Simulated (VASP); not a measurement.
# Mg8S9 (a cell with a defect) in VASP: a series of runs, part 2 of 3

VASP 6.6.1. Earlier steps stand in the parts before.

## Step 3: Single point, PBEsol

The input, INCAR:

```
ALGO = Normal ; EDIFF = 1E-6
ENCUT = 400 ; GGA = PS
GGA_COMPAT = F ; ISIF = 2
ISMEAR = -1 ; ISYM = -1
LASPH = T ; LCHARG = T
LELF = T ; LREAL = Auto
LVHAR = T ; LWAVE = F
NBANDS = 49 ; NELECT = 72.0
NELM = 120 ; PREC = Accurate
SIGMA = 0.05
```

The input, KPOINTS:

```
explicit points
4
Reciprocal
  0.25000000   0.25000000   0.25000000 2
  0.25000000   0.25000000   0.75000000 2
  0.25000000   0.75000000   0.25000000 2
  0.25000000   0.75000000   0.75000000 2
```

The input, POSCAR:

```
Mg8S9
1.0
    0.0000000000      5.6515320000      5.6515320000
    5.6515320000      0.0000000000      5.6515320000
    5.6515320000      5.6515320000      0.0000000000
Mg S
8 9
Direct
    0.0156390000      0.9893790000      0.0073530000
    0.5132820000      0.5077190000      0.4916360000
    0.0002830000      0.9928390000      0.5093510000
    0.5006570000      0.5178030000      0.9915070000
    0.9923640000      0.5119510000      0.0051650000
    0.5005240000      0.0017410000      0.5081700000
    0.4970160000      0.9898170000      0.0028750000
    0.9972410000      0.5013310000      0.5037350000
    0.1454780000      0.1398320000      0.1026150000
    0.6252930000      0.6332390000      0.4702820000
    0.1179010000      0.1328270000      0.6301610000
    0.6194550000      0.6234620000      0.1158510000
    0.1310300000      0.6408240000      0.1246010000
    0.6286090000      0.1109710000      0.6232130000
    0.6215300000      0.1318980000      0.1113080000
    0.1189290000      0.6338620000      0.6181070000
    0.6223670000      0.6484680000      0.7532970000
```

Potentials or basis: VASP PAW PBE potentials, release 64 (Mg, S).

Started as:

```bash
$ cat potpaw_PBE.64/Mg/POTCAR potpaw_PBE.64/S/POTCAR > POTCAR
$ mpirun -np 1 vasp_std > vasp.out
```

OUTCAR:

```text
EDIFF = 1E-6
   ENCUT = 400
   GGA = PS
   ISIF = 2
   ISMEAR = -1
   ISYM = -1
   LASPH = T
   LREAL = Auto
   NELECT = 72.0
   NELM = 120
   PREC = Accurate

 ion  position               nearest neighbor table
   1  0.016  0.989  0.007-  13 2.27   9 2.46  11 2.47  15 2.58
   2  0.513  0.508  0.492-  10 1.55  12 2.46  16 2.57  14 2.59
   3  0.000  0.993  0.509-  16 2.34  14 2.43  11 2.47   9 2.66
   4  0.501  0.518  0.992-  17 1.68  12 2.28  13 2.41  15 2.52
   5  0.992  0.512  0.005-   9 2.44  12 2.44  13 2.53  16 2.53
   6  0.501  0.002  0.508-  14 2.30  11 2.50  17 2.53  15 2.59  10 2.72
   7  0.497  0.990  0.003-   9 2.31  12 2.39  15 2.45  14 2.48
   8  0.997  0.501  0.504-  11 2.40  16 2.41  13 2.48  17 2.68  10 2.72
   9  0.145  0.140  0.103-   7 2.31   5 2.44   1 2.46   3 2.66
  10  0.625  0.633  0.470-   2 1.55  17 2.31   8 2.72   6 2.72
  11  0.118  0.133  0.630-   8 2.40   1 2.47   3 2.47   6 2.50
  12  0.619  0.623  0.116-   4 2.28   7 2.39   5 2.44   2 2.46  17 2.79
  13  0.131  0.641  0.125-   1 2.27   4 2.41   8 2.48   5 2.53
  14  0.629  0.111  0.623-   6 2.30   3 2.43   7 2.48   2 2.59
  15  0.622  0.132  0.111-   7 2.45   4 2.52   1 2.58   6 2.59
  16  0.119  0.634  0.618-   3 2.34   8 2.41   5 2.53   2 2.57
  17  0.622  0.648  0.753-   4 1.68  10 2.31   6 2.53   8 2.68  12 2.79

 -----------------------------------------------------------------------------
|                                                                             |
|           W    W    AA    RRRRR   N    N  II  N    N   GGGG   !!!           |
|           W    W   A  A   R    R  NN   N  II  NN   N  G    G  !!!           |
|           W    W  A    A  R    R  N N  N  II  N N  N  G       !!!           |
|           W WW W  AAAAAA  RRRRR   N  N N  II  N  N N  G  GGG   !            |
|           WW  WW  A    A  R   R   N   NN  II  N   NN  G    G                |
|           W    W  A    A  R    R  N    N  II  N    N   GGGG   !!!           |
|                                                                             |
|     The distance between some ions is very small. Please check the          |
|     nearest-neighbor list in the OUTCAR file.                               |
|     I HOPE YOU KNOW WHAT YOU ARE DOING!                                     |
|                                                                             |
[... 120 lines left out ...]
   LRPA    =     F    only Hartree local field effects (RPA)
 non-spin polarized calculation
  energy-cutoff  :      400.00
  volume of cell :      361.02
 maximum number of plane-waves:      6570
 NGX is ok and might be reduce to    54
   NGX = 27   NGY = 27   NGZ = 27

 number of electron      71.9999998 magnetization

 Free energy of the ion-electron system (eV)
  ---------------------------------------------------
  ext. energy  EPLUGINS =         0.00000000
  ---------------------------------------------------
  free energy    TOTEN  =       -50.30146799 eV

  energy without entropy =      -50.20664116  energy(sigma->0) =      -50.25405457

 E-fermi :   5.4019     XC(G=0):  -8.9985

 val. band max:        5.3905317795   @ k =   0.2500   0.7500   0.7500
 cond. band min:       5.4020198520   @ k =   0.2500   0.7500   0.2500
 fundamental gap:      0.0114880725
 Fermi energy:         5.4018909067

 k-point     1 :       0.2500    0.2500    0.2500
  band No.  band energies     occupation
      1     -10.5784      2.00000
      2      -9.7289      2.00000
      3      -9.4783      2.00000
      4      -9.3450      2.00000
      5      -9.2690      2.00000
      6      -9.1207      2.00000
[... 193 lines left out ...]
     47       8.0106      0.00000
     48       8.2816      0.00000
 [bands above 48 left out]

------------------------ aborting loop because EDIFF is reached ----------------------------------------

  FORCE on cell =-STRESS in cart. coord.  units (eV):
  Direction    XX          YY          ZZ          XY          YZ          ZX
  --------------------------------------------------------------------------------------
  -------------------------------------------------------------------------------------
  Total       37.5996028     36.3293418     84.8612182     19.7797835      4.6394633     10.1256541
  in kB      166.8650070    161.2276574    376.6095042     87.7816110     20.5896878     44.9371061
  external PRESSURE =     234.9007228 kB  Pullay stress =       0.0000000 kB

 VOLUME and BASIS-vectors are now :
 -----------------------------------------------------------------------------
  energy-cutoff  :      400.00
  volume of cell :      361.02
      direct lattice vectors                 reciprocal lattice vectors
     0.000000000  5.651532000  5.651532000    -0.088471586  0.088471586  0.088471586
     5.651532000  0.000000000  5.651532000     0.088471586 -0.088471586  0.088471586
     5.651532000  5.651532000  0.000000000     0.088471586  0.088471586 -0.088471586

 POSITION                                       TOTAL-FORCE (eV/Angst)
 -----------------------------------------------------------------------------------
      5.63306      0.12994      5.67989         0.862212     -1.049706      0.281946
      5.64789      5.67933      5.77022       -13.318965    -11.543375    -30.048957
      8.48967      2.88021      5.61266         0.104476     -0.450819      0.469347
      8.52991      8.43301      5.75586         6.704146      8.007269    -18.150331
      2.92250      5.63757      8.50168         0.122215     -0.230610      0.294384
      2.88178      5.70067      2.83857        -1.107552     -0.508394     -0.496836
[... 9 lines left out ...]
      7.07554      4.16538      4.25442        -0.239447      0.872511     -0.035528
      7.92212      7.77461      7.18216        -6.306869     -7.102208     18.080348
 -----------------------------------------------------------------------------------
    total drift:                                0.007365      0.006360      0.005687

  FREE ENERGIE OF THE ION-ELECTRON SYSTEM (eV)
  ---------------------------------------------------
  free  energy   TOTEN  =       -50.3014679861 eV

  energy  without entropy=      -50.2066411583  energy(sigma->0) =      -50.25405457
```

OSZICAR:

```text
N       E                     dE             d eps       ncg     rms          rms(c)
DAV:   1     0.340512206054E+03    0.34051E+03   -0.24459E+04   392   0.981E+02
DAV:   2    -0.226713198515E+02   -0.36318E+03   -0.35185E+03   516   0.184E+02
DAV:   3    -0.582714289908E+02   -0.35600E+02   -0.35346E+02   488   0.630E+01
DAV:   4    -0.589683314809E+02   -0.69690E+00   -0.69524E+00   480   0.103E+01
DAV:   5    -0.589859382781E+02   -0.17607E-01   -0.17601E-01   504   0.159E+00    0.171E+01
DAV:   6    -0.506099427946E+02    0.83760E+01   -0.15596E+01   463   0.127E+01    0.145E+01
DAV:   7    -0.506536211402E+02   -0.43678E-01   -0.61636E+00   472   0.650E+00    0.885E+00
DAV:   8    -0.509921231266E+02   -0.33850E+00   -0.52322E+00   486   0.624E+00    0.534E+00
DAV:   9    -0.503482436705E+02    0.64388E+00   -0.75773E-01   447   0.343E+00    0.221E+00
DAV:  10    -0.503152586393E+02    0.32985E-01   -0.70705E-01   504   0.191E+00    0.135E+00
DAV:  11    -0.503171911526E+02   -0.19325E-02   -0.27129E-01   455   0.120E+00    0.111E+00
DAV:  12    -0.503011735112E+02    0.16018E-01   -0.60853E-02   472   0.542E-01    0.231E-01
DAV:  13    -0.503014527128E+02   -0.27920E-03   -0.46423E-03   496   0.207E-01    0.101E-01
DAV:  14    -0.503014732706E+02   -0.20558E-04   -0.38542E-04   464   0.562E-02    0.611E-02
DAV:  15    -0.503014669848E+02    0.62858E-05   -0.80166E-05   496   0.300E-02    0.182E-02
DAV:  16    -0.503014670725E+02   -0.87655E-07   -0.27731E-05   488   0.142E-02    0.897E-03
DAV:  17    -0.503014679861E+02   -0.91358E-06   -0.29067E-06   384   0.618E-03
   1 F= -.50301468E+02 E0= -.50254055E+02  d E =-.948268E-01
```

It took 3.8 min on 1 thread of Intel Xeon Platinum 8375C at 2.90GHz (Ice Lake), shared host; peak memory 0.37 GiB.

Results:

| Property | Result |
| --- | --- |
| Free energy | -50.3015 eV |
| Largest force | 34.837 eV/Å |

Forces on the atoms (eV/Å):
```
Mg    0.862  -1.050   0.282
Mg  -13.319 -11.543 -30.049
Mg    0.104  -0.451   0.469
Mg    6.704   8.007 -18.150
Mg    0.122  -0.231   0.294
Mg   -1.108  -0.508  -0.497
Mg   -0.496   0.519   0.765
Mg    0.533  -0.759  -0.261
S     0.836  -0.266  -1.017
S    11.583  10.359  30.009
S    -0.350   0.142  -0.084
S     0.509   1.115   0.112
S    -0.634   0.299  -1.119
S     0.958   0.103   1.036
S     0.240   0.492   0.163
S    -0.239   0.873  -0.036
S    -6.307  -7.102  18.080
```

Levels at points of the mesh, in eV from the Fermi level:
```tsv
k point	band 34	band 35	band 36	band 37	band 38	band 39
(0.25, 0.25, 0.25)	-3.77	-3.27	-0.16	-0.07	0.00	0.10
```

Caveat: the cell carries a net charge on a neutralising background, which shifts energy and pressure; the cell is charged against a uniform background, so pressure and absolute levels hang on convention; atoms lie so close that the PAW spheres overlap strongly, which falsifies energies and pressures; the PAW data sets were made with another functional, which shifts forces and pressure a little.

## Step 4: Single point, PBEsol

The input, INCAR:

```
PREC = Accurate
ENCUT = 400
EDIFF = 1E-6
ISMEAR = -1
SIGMA = 0.05
LREAL = Auto
LASPH = T
NELM = 120
ALGO = Normal
ISIF = 2
LWAVE = F
LCHARG = F
GGA = PS
NBANDS = 49
GGA_COMPAT = F
ISYM = -1
```

KPOINTS is that of step 3.

POSCAR is that of step 3.

Potentials or basis: VASP PAW PBE potentials, release 64 (Mg, S).

Started as:

```bash
$ cat potpaw_PBE.64/Mg/POTCAR potpaw_PBE.64/S/POTCAR > POTCAR
$ mpirun -np 1 vasp_std > vasp.out
```

OUTCAR:

```text
PREC = Accurate
   ENCUT = 400
   EDIFF = 1E-6
   ISMEAR = -1
   LREAL = Auto
   LASPH = T
   NELM = 120
   ISIF = 2
   GGA = PS
   ISYM = -1

 ion  position               nearest neighbor table
   1  0.016  0.989  0.007-  13 2.27   9 2.46  11 2.47  15 2.58
   2  0.513  0.508  0.492-  10 1.55  12 2.46  16 2.57  14 2.59
   3  0.000  0.993  0.509-  16 2.34  14 2.43  11 2.47   9 2.66
   4  0.501  0.518  0.992-  17 1.68  12 2.28  13 2.41  15 2.52
   5  0.992  0.512  0.005-   9 2.44  12 2.44  13 2.53  16 2.53
   6  0.501  0.002  0.508-  14 2.30  11 2.50  17 2.53  15 2.59  10 2.72
   7  0.497  0.990  0.003-   9 2.31  12 2.39  15 2.45  14 2.48
   8  0.997  0.501  0.504-  11 2.40  16 2.41  13 2.48  17 2.68  10 2.72
   9  0.145  0.140  0.103-   7 2.31   5 2.44   1 2.46   3 2.66
  10  0.625  0.633  0.470-   2 1.55  17 2.31   8 2.72   6 2.72
  11  0.118  0.133  0.630-   8 2.40   1 2.47   3 2.47   6 2.50
  12  0.619  0.623  0.116-   4 2.28   7 2.39   5 2.44   2 2.46  17 2.79
  13  0.131  0.641  0.125-   1 2.27   4 2.41   8 2.48   5 2.53
  14  0.629  0.111  0.623-   6 2.30   3 2.43   7 2.48   2 2.59
  15  0.622  0.132  0.111-   7 2.45   4 2.52   1 2.58   6 2.59
  16  0.119  0.634  0.618-   3 2.34   8 2.41   5 2.53   2 2.57
  17  0.622  0.648  0.753-   4 1.68  10 2.31   6 2.53   8 2.68  12 2.79

 -----------------------------------------------------------------------------
|                                                                             |
|           W    W    AA    RRRRR   N    N  II  N    N   GGGG   !!!           |
|           W    W   A  A   R    R  NN   N  II  NN   N  G    G  !!!           |
|           W    W  A    A  R    R  N N  N  II  N N  N  G       !!!           |
|           W WW W  AAAAAA  RRRRR   N  N N  II  N  N N  G  GGG   !            |
|           WW  WW  A    A  R   R   N   NN  II  N   NN  G    G                |
|           W    W  A    A  R    R  N    N  II  N    N   GGGG   !!!           |
|                                                                             |
|     The distance between some ions is very small. Please check the          |
|     nearest-neighbor list in the OUTCAR file.                               |
|     I HOPE YOU KNOW WHAT YOU ARE DOING!                                     |
|                                                                             |
[... 119 lines left out ...]
   LEPSILON=     F    determine dielectric tensor
   LRPA    =     F    only Hartree local field effects (RPA)
 non-spin polarized calculation
  energy-cutoff  :      400.00
  volume of cell :      361.02
 maximum number of plane-waves:      6570
 NGX is ok and might be reduce to    54
   NGX = 27   NGY = 27   NGZ = 27

 number of electron      69.9999998 magnetization

 Free energy of the ion-electron system (eV)
  ---------------------------------------------------
  ext. energy  EPLUGINS =         0.00000000
  ---------------------------------------------------
  free energy    TOTEN  =       -60.31835980 eV

  energy without entropy =      -60.31835980  energy(sigma->0) =      -60.31835980

 E-fermi :   2.9696     XC(G=0):  -8.8375

 val. band max:        1.9519795786   @ k =   0.2500   0.7500   0.2500
 cond. band min:       4.0272973592   @ k =   0.2500   0.2500   0.2500
 fundamental gap:      2.0753177805
 Fermi energy:         2.9696166329

 k-point     1 :       0.2500    0.2500    0.2500
  band No.  band energies     occupation
      1     -11.8319      2.00000
      2     -10.3109      2.00000
      3      -9.3574      2.00000
      4      -9.1323      2.00000
      5      -9.0063      2.00000
      6      -8.8996      2.00000
[... 189 lines left out ...]
     46       8.1017      0.00000
     47       8.1225      0.00000
 [bands above 47 left out]

------------------------ aborting loop because EDIFF is reached ----------------------------------------

  FORCE on cell =-STRESS in cart. coord.  units (eV):
  Direction    XX          YY          ZZ          XY          YZ          ZX
  --------------------------------------------------------------------------------------
  -------------------------------------------------------------------------------------
  Total       13.8227422     12.7297704     72.6266125     10.1876439      4.8206468     10.1438351
  in kB       61.3445836     56.4940336    322.3129846     45.2122135     21.3937703     45.0177923
  external PRESSURE =     146.7172006 kB  Pullay stress =       0.0000000 kB

 VOLUME and BASIS-vectors are now :
 -----------------------------------------------------------------------------
  energy-cutoff  :      400.00
  volume of cell :      361.02
      direct lattice vectors                 reciprocal lattice vectors
     0.000000000  5.651532000  5.651532000    -0.088471586  0.088471586  0.088471586
     5.651532000  0.000000000  5.651532000     0.088471586 -0.088471586  0.088471586
     5.651532000  5.651532000  0.000000000     0.088471586  0.088471586 -0.088471586

 POSITION                                       TOTAL-FORCE (eV/Angst)
 -----------------------------------------------------------------------------------
      5.63306      0.12994      5.67989         0.984520     -1.128296      0.461670
      5.64789      5.67933      5.77022       -13.461605    -11.687193    -31.451474
      8.48967      2.88021      5.61266         0.049753     -0.493326      0.692900
      8.52991      8.43301      5.75586         6.719001      8.143341    -19.736186
      2.92250      5.63757      8.50168        -0.380273      0.164625      0.517771
      2.88178      5.70067      2.83857        -0.561295     -1.146873     -0.041445
[... 9 lines left out ...]
      7.07554      4.16538      4.25442        -0.223976      0.862058     -0.027290
      7.92212      7.77461      7.18216        -8.475146     -8.560299     18.366127
 -----------------------------------------------------------------------------------
    total drift:                                0.007560      0.006376      0.006690

  FREE ENERGIE OF THE ION-ELECTRON SYSTEM (eV)
  ---------------------------------------------------
  free  energy   TOTEN  =       -60.3183597997 eV

  energy  without entropy=      -60.3183597970  energy(sigma->0) =      -60.31835980
```

OSZICAR:

```text
N       E                     dE             d eps       ncg     rms          rms(c)
DAV:   1     0.318437498696E+03    0.31844E+03   -0.23606E+04   392   0.950E+02
DAV:   2    -0.318375106719E+02   -0.35028E+03   -0.33862E+03   516   0.180E+02
DAV:   3    -0.644540690495E+02   -0.32617E+02   -0.32460E+02   488   0.608E+01
DAV:   4    -0.650087079824E+02   -0.55464E+00   -0.55384E+00   480   0.967E+00
DAV:   5    -0.650210714065E+02   -0.12363E-01   -0.12360E-01   504   0.147E+00    0.141E+01
DAV:   6    -0.608111959325E+02    0.42099E+01   -0.79437E+00   456   0.796E+00    0.106E+01
DAV:   7    -0.603243343318E+02    0.48686E+00   -0.26073E+00   472   0.464E+00    0.579E+00
DAV:   8    -0.603166076006E+02    0.77267E-02   -0.17581E-01   464   0.157E+00    0.102E+00
DAV:   9    -0.603169638841E+02   -0.35628E-03   -0.28209E-02   480   0.622E-01    0.404E-01
DAV:  10    -0.603178487980E+02   -0.88491E-03   -0.24548E-03   520   0.193E-01    0.196E-01
DAV:  11    -0.603182791297E+02   -0.43033E-03   -0.68267E-04   464   0.103E-01    0.708E-02
DAV:  12    -0.603183278365E+02   -0.48707E-04   -0.99514E-05   488   0.385E-02    0.436E-02
DAV:  13    -0.603183560268E+02   -0.28190E-04   -0.55781E-05   496   0.277E-02    0.188E-02
DAV:  14    -0.603183591158E+02   -0.30890E-05   -0.52709E-06   488   0.934E-03    0.130E-02
DAV:  15    -0.603183597997E+02   -0.68394E-06   -0.15902E-06   336   0.489E-03
   1 F= -.60318360E+02 E0= -.60318360E+02  d E =-.270633E-08
```

Wall time 3.2 min (1 thread of Intel Xeon Platinum 8375C at 2.90GHz (Ice Lake), shared host); peak memory 0.36 GiB.

Results:

| Quantity | Value |
| --- | --- |
| Free energy | -60.3184 eV |
| Pressure | 14.7 GPa |
| Largest force | 36.152 eV/Å |
| Band gap on the k mesh | 2.08 eV |

Forces in eV/Å, atoms in the order of the input:
```
Mg    0.985  -1.128   0.462
Mg  -13.462 -11.687 -31.451
Mg    0.050  -0.493   0.693
Mg    6.719   8.143 -19.736
Mg   -0.380   0.165   0.518
Mg   -0.561  -1.147  -0.041
Mg    0.019   0.136   1.027
Mg    0.008  -0.176   0.089
S     0.895  -0.237  -1.071
S    13.807  12.164  30.377
S    -0.373   0.124  -0.083
S     0.470   0.860   0.846
S    -0.609   0.313  -1.141
S     0.902   0.105   1.030
S     0.231   0.558   0.144
S    -0.224   0.862  -0.027
S    -8.475  -8.560  18.366
```

Stress tensor (GPa, compression positive):
```
 6.13  4.52  4.50
 4.52  5.65  2.14
 4.50  2.14 32.23
```

Levels at points of the mesh, in eV from the valence-band top:
```csv
k point,band 31,band 32,band 33,band 34,band 35,band 36,band 37,band 38,band 39,band 40
"(0.25, 0.25, 0.25)",-0.68,-0.54,-0.51,-0.43,-0.21,2.08,3.50,3.70,3.80,4.36
```

Caveat: atoms lie so close that the PAW spheres overlap strongly, which falsifies energies and pressures; the PAW data sets were made with another functional, which shifts forces and pressure a little.

(Part 2 of 3 ends here.)
